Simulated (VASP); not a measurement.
# GaSe (P6_3/mmc) in VASP: relaxation of shape and atoms at fixed volume with PBE

Aim: the relaxation of shape and atoms at fixed volume of GaSe with PBE.

All numbers are computed with VASP 6.6.1; they aren't measurements. Logs are shortened: lines on timing, memory, paths and dates and some standing lists are left out, and cuts for length are marked.

### 1 The cell of the first run

The structure is hexagonal, space group P6_3/mmc (No. 194). Conventional cell: a = 3.777 Å, b = 3.777 Å, c = 18.029 Å, α = 90.00°, β = 90.00°, γ = 120.00°. Ga (site symmetry 3m) has 1 Ga at 2.44 Å and 3 Se at 2.47 Å within 3.2 Å. Se (site symmetry 3m) has 3 Ga at 2.47 Å within 3.3 Å.

### 2 Relaxation of shape and atoms at fixed volume, PBE (27.84 Å³/atom)

File INCAR:

```
SYSTEM = GaSe
ALGO     = Normal         ! electronic algorithm
EDIFF    = 1E-7           ! SCF threshold, eV
EDIFFG   = -0.01          ! ionic threshold
ENCUT    = 500            ! plane-wave cutoff, eV
GGA      = PE             ! functional
GGA_COMPAT= .False.      
IBRION   = 2              ! ionic algorithm
ISIF     = 4              ! what is computed and relaxed
ISMEAR   = 0              ! smearing method
LASPH    = .True.         ! aspherical terms in the spheres
LCHARG   = .False.        ! write CHGCAR
LREAL    = .False.        ! projectors in reciprocal space
LWAVE    = .False.        ! write WAVECAR
NELM     = 120            ! most SCF steps
NELMIN   = 4            
NSW      = 50             ! ionic steps
PREC     = Accurate       ! precision mode
SIGMA    = 0.02           ! smearing width, eV
```

File KPOINTS:

```
k-points
0
Gamma
  12 12 2
  0 0 0
```

File POSCAR:

```
GaSe
1.0
    3.7765317595      0.0000000000      0.0000000000
   -1.8882658797      3.2705724419      0.0000000000
    0.0000000000      0.0000000000     18.0291602111
Ga Se
4 4
Direct
    0.3333333333      0.6666666667      0.1822318036
    0.6666666667      0.3333333333      0.6822318036
    0.3333333333      0.6666666667      0.3177681964
    0.6666666667      0.3333333333      0.8177681964
    0.3333333333      0.6666666667      0.6178939499
    0.6666666667      0.3333333333      0.1178939499
    0.3333333333      0.6666666667      0.8821060501
    0.6666666667      0.3333333333      0.3821060501
```

Potentials or basis: VASP PAW PBE potentials, release 64 (Ga_d, Se).

Launch:

```bash
$ cat potpaw_PBE.64/Ga_d/POTCAR potpaw_PBE.64/Se/POTCAR > POTCAR
$ mpirun -np 1 vasp_std > vasp.out
```

OUTCAR:

```text
SYSTEM = GaSe
   EDIFF = 1E-7
   EDIFFG = -0.01
   ENCUT = 500
   GGA = PE
   IBRION = 2
   ISIF = 4
   ISMEAR = 0
   LASPH = .True.
   LREAL = .False.
   NELM = 120
   NELMIN = 4
   NSW = 50
   PREC = Accurate

 ion  position               nearest neighbor table
   1  0.333  0.667  0.182-   3 2.44   6 2.47   6 2.47   6 2.47
   2  0.667  0.333  0.682-   4 2.44   5 2.47   5 2.47   5 2.47
   3  0.333  0.667  0.318-   1 2.44   8 2.47   8 2.47   8 2.47
   4  0.667  0.333  0.818-   2 2.44   7 2.47   7 2.47   7 2.47
   5  0.333  0.667  0.618-   2 2.47   2 2.47   2 2.47
   6  0.667  0.333  0.118-   1 2.47   1 2.47   1 2.47
   7  0.333  0.667  0.882-   4 2.47   4 2.47   4 2.47
   8  0.667  0.333  0.382-   3 2.47   3 2.47   3 2.47

  LATTYP: Found a hexagonal cell.
 ALAT       =     3.7765317595
 C/A-ratio  =     4.7739993622

  Lattice vectors:

 A1 = (   3.7765317595,   0.0000000000,   0.0000000000)
 A2 = (  -1.8882658797,   3.2705724419,   0.0000000000)
 A3 = (   0.0000000000,   0.0000000000,  18.0291602111)

Analysis of symmetry for initial positions (statically):
=====================================================================
 Subroutine PRICEL returns:
 Original cell was already a primitive cell.

 Routine SETGRP: Setting up the symmetry group for a
 hexagonal supercell.

 Subroutine GETGRP returns: Found 24 space group operations
 (whereof 12 operations were pure point group operations)
 out of a pool of 24 trial point group operations.

The static configuration has the point symmetry D_3d.
 The point group associated with its full space group is D_6h.

Analysis of symmetry for dynamics (positions and initial velocities):
=====================================================================
 Subroutine PRICEL returns:
 Original cell was already a primitive cell.

 Routine SETGRP: Setting up the symmetry group for a
 hexagonal supercell.

 Subroutine GETGRP returns: Found 24 space group operations
 (whereof 12 operations were pure point group operations)
 out of a pool of 24 trial point group operations.

The dynamic configuration has the point symmetry D_3d.
 The point group associated with its full space group is D_6h.

 Subroutine INISYM returns: Found 24 space group operations
 (whereof 12 operations are pure point group operations),
 and found     1 'primitive' translations

----------------------------------------------------------------------------------------

                                     Primitive cell

  volume of cell :     222.6857

  direct lattice vectors                    reciprocal lattice vectors
     3.776531760  0.000000000  0.000000000     0.264793219  0.152878436  0.000000000
    -1.888265880  3.270572442  0.000000000     0.000000000  0.305756872  0.000000000
     0.000000000  0.000000000 18.029160211     0.000000000  0.000000000  0.055465700

  length of vectors
     3.776531760  3.776531759 18.029160211     0.305756872  0.305756872  0.055465700

  position of ions in fractional coordinates (direct lattice)
     0.333333333  0.666666667  0.182231804
     0.666666667  0.333333333  0.682231804
     0.333333333  0.666666667  0.317768196
     0.666666667  0.333333333  0.817768196
     0.333333333  0.666666667  0.617893950
     0.666666667  0.333333333  0.117893950
     0.333333333  0.666666667  0.882106050
     0.666666667  0.333333333  0.382106050

  ion indices of the primitive-cell ions
   primitive index   ion index
                 1           1
                 2           2
                 3           3
                 4           4
                 5           5
                 6           6
                 7           7
                 8           8

----------------------------------------------------------------------------------------

 KPOINTS: k-points

Automatic generation of k-mesh.
 Grid dimensions read from file:
 generate k-points for:   12   12    2

 Generating k-lattice:

  Cartesian coordinates                     Fractional coordinates (reciprocal lattice)
     0.022066102  0.012739870  0.000000000     0.083333333  0.000000000  0.000000000
     0.000000000  0.025479739  0.000000000     0.000000000  0.083333333  0.000000000
     0.000000000  0.000000000  0.027732850     0.000000000  0.000000000  0.500000000

  Length of vectors
     0.025479739  0.025479739  0.027732850

  Shift w.r.t. Gamma in fractional coordinates (k-lattice)
     0.000000000  0.000000000  0.000000000

 Subroutine IBZKPT returns following result:
 ===========================================

 Found     38 irreducible k-points:

 Following reciprocal coordinates:
            Coordinates               Weight
  0.000000  0.000000  0.000000      1.000000
  0.083333  0.000000  0.000000      6.000000
  0.166667  0.000000  0.000000      6.000000
  0.250000  0.000000  0.000000      6.000000
  0.333333 -0.000000  0.000000      6.000000
  0.416667 -0.000000  0.000000      6.000000
[... 16 lines left out ...]
  0.250000  0.000000  0.500000      6.000000
  0.333333 -0.000000  0.500000      6.000000
 [... further k-points ...]
   k-points           NKPTS =     38   k-points in BZ     NKDIM =     38   number of bands    NBANDS=     45
   number of dos      NEDOS =    301   number of ions     NIONS =      8
   total plane-waves  NPLWV = 109760
   dimension x,y,z NGX =    28 NGY =   28 NGZ =  140
   dimension x,y,z NGXF=    56 NGYF=   56 NGZF=  280
   ions per type =               4   4
   NGX,Y,Z   is equivalent  to a cutoff of  12.33, 12.33, 12.91 a.u.
   NGXF,Y,Z  is equivalent  to a cutoff of  24.65, 24.65, 25.82 a.u.
 SYSTEM =  GaSe
   PREC   = accura    normal or accurate (medium, high low for compatibility)
   ISTART =      0    job   : 0-new  1-cont  2-samecut
   ICHARG =      2    charge: 1-file 2-atom 10-const
   ISPIN  =      1    spin polarized calculation?
   LNONCOLLINEAR =      F non collinear calculations
   LSORBIT =      F    spin-orbit coupling
   LASPH  =      T    aspherical Exc in radial PAW
   ENCUT  =  500.0 eV  36.75 Ry    6.06 a.u.   6.89  6.89 32.87*2*pi/ulx,y,z
   NELM   =    120;   NELMIN=  4; NELMDL= -5     # of ELM steps
   EDIFF  = 0.1E-06   stopping-criterion for ELM
   LREAL  =      F    real-space projection
   EDIFFG = -.1E-01   stopping-criterion for IOM
   NSW    =     50    number of steps for IOM
   IBRION =      2    ionic relax: 0-MD 1-quasi-New 2-CG
   NFREE  =      1    steps in history (QN), initial steepest desc. (CG)
   ISIF   =      4    stress and relaxation
   ISYM   =      2    0-nonsym 1-usesym 2-fastsym
   POTIM  = 0.5000    time-step for ionic-motion
   TEBEG  =    0.0;   TEEND  =   0.0 temperature during run
   PSTRESS=    0.0 pullay stress
   NELECT =      76.0000    total number of electrons
   NUPDOWN=      -1.0000    fix difference up-down
   EMIN   =  10.00;   EMAX   =-10.00  energy-range for DOS
   EFERMI =   0.00;   METHOD = LEGACY
   ISMEAR =     0;   SIGMA  =   0.02  broadening in eV -4-tet -1-fermi 0-gaus
   EFERMI_NEDOS =   21; number of points for ismear=-14 and -15
   IALGO  =     38    algorithm
   IMIX   =      4    mixing-type and parameters
     AMIX     =   0.40;   BMIX     =  1.00
     AMIX_MAG =   1.60;   BMIX_MAG =  1.00
  volume/ion in A,a.u.               =      27.84       187.84
  Fermi-wavevector in a.u.,A,eV,Ry     =   1.144059  2.161959 17.808282  1.308872
  Thomas-Fermi vector in A             =   2.280753
   LORBIT       =      0    0 simple, 1 ext, 2 COOP (PROOUT), +10 PAW based schemes
   GGA     = PE    functional components
   LHFCALC =     F    Hartree Fock is set to
   AEXX    =    0.0000 exact exchange contribution
   IVDW    =     0    specifies the selected vdW correction
   LEPSILON=     F    determine dielectric tensor
   LRPA    =     F    only Hartree local field effects (RPA)
 conjugate gradient relaxation of ions
 non-spin polarized calculation
 Gauss-broadening in eV      SIGMA  =   0.02
  energy-cutoff  :      500.00
  volume of cell :      222.69
 maximum number of plane-waves:      5694
 NGX is ok and might be reduce to    28
   NGX = 13   NGY = 13   NGZ = 65

--------------------------------------- Ionic step        1  -------------------------------------------

 number of electron      76.0000036 magnetization

 Free energy of the ion-electron system (eV)
  ---------------------------------------------------
  ext. energy  EPLUGINS =         0.00000000
  ---------------------------------------------------
  free energy    TOTEN  =       -30.32953054 eV

  energy without entropy =      -30.32953054  energy(sigma->0) =      -30.32953054

------------------------ aborting loop because EDIFF is reached ----------------------------------------

  FORCE on cell =-STRESS in cart. coord.  units (eV):
  Direction    XX          YY          ZZ          XY          YZ          ZX
  --------------------------------------------------------------------------------------
  -------------------------------------------------------------------------------------
  Total        2.3619041      2.3619041      2.0606794      0.0000000     -0.0000000     -0.0000000
  in kB       16.9934058     16.9934058     14.8261572      0.0000000     -0.0000000     -0.0000000
  external PRESSURE =      16.2709896 kB  Pullay stress =       0.0000000 kB
[... 107 lines left out ...]
  FREE ENERGIE OF THE ION-ELECTRON SYSTEM (eV)
  ---------------------------------------------------
  free  energy   TOTEN  =       -30.3402592694 eV

  energy  without entropy=      -30.3402592694  energy(sigma->0) =      -30.34025927

[... ionic steps 4 to 7 ...]

--------------------------------------- Ionic step        8  -------------------------------------------

 number of electron      75.9999983 magnetization

------------------------ aborting loop because EDIFF is reached ----------------------------------------

  FORCE on cell =-STRESS in cart. coord.  units (eV):
  Direction    XX          YY          ZZ          XY          YZ          ZX
  --------------------------------------------------------------------------------------
  -------------------------------------------------------------------------------------
  Total        0.1433457      0.1433457     -0.0206378      0.0000000     -0.0000000      0.0000000
  in kB        1.0313422      1.0313422     -0.1484844      0.0000000     -0.0000000      0.0000000
  external PRESSURE =       0.6380667 kB  Pullay stress =       0.0000000 kB
[... 69 lines left out ...]
  energy  without entropy=      -30.3641442953  energy(sigma->0) =      -30.36414430

--------------------------------------- Ionic step       10  -------------------------------------------

 number of electron      75.9999981 magnetization

 Free energy of the ion-electron system (eV)
  ---------------------------------------------------
  ext. energy  EPLUGINS =         0.00000000
  ---------------------------------------------------
  free energy    TOTEN  =       -30.36419564 eV

  energy without entropy =      -30.36419564  energy(sigma->0) =      -30.36419564

 E-fermi :   2.0628     XC(G=0):  -8.5354

 val. band max:        1.9781143068   @ k =   0.0833   0.0000   0.0000
 cond. band min:       3.1927968460   @ k =   0.0000   0.0000   0.0000
 fundamental gap:      1.2146825392
 Fermi energy:         2.0628249210

 k-point     1 :       0.0000    0.0000    0.0000
  band No.  band energies     occupation
      1     -12.7349      2.00000
      2     -12.7348      2.00000
      3     -12.6237      2.00000
      4     -12.6237      2.00000
      5     -12.6237      2.00000
      6     -12.6237      2.00000
[... 1141 lines left out ...]
     44       6.4147      0.00000
     45       6.5966      0.00000

 [... further k-points ...]

------------------------ aborting loop because EDIFF is reached ----------------------------------------

  FORCE on cell =-STRESS in cart. coord.  units (eV):
  Direction    XX          YY          ZZ          XY          YZ          ZX
  --------------------------------------------------------------------------------------
  -------------------------------------------------------------------------------------
  Total        0.1071845      0.1071845      0.0776673      0.0000000      0.0000000     -0.0000000
  in kB        0.7711698      0.7711698      0.5588000      0.0000000      0.0000000     -0.0000000
  external PRESSURE =       0.7003798 kB  Pullay stress =       0.0000000 kB
[... 23 lines left out ...]
  FREE ENERGIE OF THE ION-ELECTRON SYSTEM (eV)
  ---------------------------------------------------
  free  energy   TOTEN  =       -30.3641956407 eV

  energy  without entropy=      -30.3641956407  energy(sigma->0) =      -30.36419564

 reached required accuracy - stopping structural energy minimisation
```

Run time: 21 min. Hardware: 1 thread of Intel Xeon 6975P-C (Granite Rapids), shared host; peak memory 0.52 GiB.

What came out:

```yaml
Free_energy: -30.3642 eV
Energy_gained_by_relaxing: 4.3 meV/atom
Ionic_steps: 10
Pressure_after_relaxing: 0.1 GPa
Largest_force_after_relaxing: 0.010 eV/Å
Band_gap_on_the_k_mesh: 1.21 eV
```

Forces on the atoms (eV/Å):
```
Ga   0.000  0.000 -0.005
Ga   0.000  0.000 -0.005
Ga   0.000  0.000  0.005
Ga   0.000  0.000  0.005
Se   0.000  0.000  0.010
Se   0.000  0.000  0.010
Se   0.000  0.000 -0.010
Se   0.000  0.000 -0.010
```

Step by step:
```
step  energy change (eV)  largest force (eV/Å)  pressure (GPa)  volume (Å³)
   1              0.0000                0.2594            1.63       222.69
   2             -0.0097                0.1320            1.31       222.69
   3             -0.0107                0.2091            1.17       222.69
   4             -0.0185                0.1398            0.94       222.69
   5             -0.0228                0.0370            0.56       222.69
   6             -0.0300                0.0239            0.37       222.69
   7             -0.0345                0.0256            0.04       222.69
   8             -0.0346                0.0240            0.06       222.69
   9             -0.0346                0.0258            0.06       222.69
  10             -0.0347                0.0098            0.07       222.69
```

Final structure:
```
Ga Se
1.0
     3.81488    0.00000    0.00000
    -1.90744    3.30378    0.00000
     0.00000    0.00000   17.66851
Ga Se
4 4
Direct
  0.33333 0.66667 0.18012
  0.66667 0.33333 0.68012
  0.33333 0.66667 0.31988
  0.66667 0.33333 0.81988
  0.33333 0.66667 0.61358
  0.66667 0.33333 0.11358
  0.33333 0.66667 0.88642
  0.66667 0.33333 0.38642
```

Levels at points of the mesh, in eV from the valence-band top:
| k point | band 36 | band 37 | band 38 | band 39 | band 40 | band 41 |
| --- | --- | --- | --- | --- | --- | --- |
| (0.00, 0.00, 0.00) | -0.83 | -0.83 | 0.00 | 1.21 | 1.80 | 2.47 |
| (0.50, 0.00, 0.00) | -1.91 | -1.70 | -1.52 | 1.64 | 1.86 | 1.98 |
| (0.00, 0.00, 0.50) | -0.84 | -0.46 | -0.46 | 1.56 | 1.56 | 2.48 |
| (0.50, 0.00, 0.50) | -1.99 | -1.61 | -1.61 | 1.80 | 1.80 | 1.99 |

Caveat: this functional lacks dispersion, which binds layers or chains, so the pressure and a relaxed spacing across them are unreliable.
